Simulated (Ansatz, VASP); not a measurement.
**Two plane-wave programs on C**

```
C
1.0
     0.00000    1.76587    1.76587
     1.76587    0.00000    1.76587
     1.76587    1.76587    0.00000
C
2
Direct
  0.00000 0.00000 0.00000
  0.25000 0.25000 0.25000
```

Alike in both runs: functional LDA; k mesh 12 × 12 × 12; occupations gaussian, width 0.02 eV; no spin polarisation.

Ansatz relaxed the structure, and its values are those at the end. VASP's run is a single point on that final structure, the one shown.

|  | VASP | Ansatz |
| --- | --- | --- |
| version | VASP 6.6.1 | Ansatz 0.2.0 |
| potentials or method | VASP PAW LDA potentials, release 64 (C_h), cutoff 910 eV | scalar-relativistic, plane waves, PAW |
| valence electrons in the cell | 8 | 8 |

```tsv
	VASP	Ansatz	Ansatz less VASP
gap on the k mesh at the Fermi level (eV)	4.20	4.20	-0.002
least direct gap on the mesh (eV)	5.63	5.62	-0.003
```

LDA's correlation is that of Perdew and Zunger in VASP and of Perdew and Wang (1992) in Ansatz.

Noted on VASP's run: the cutoff is short for stress, so the pressure is rough.
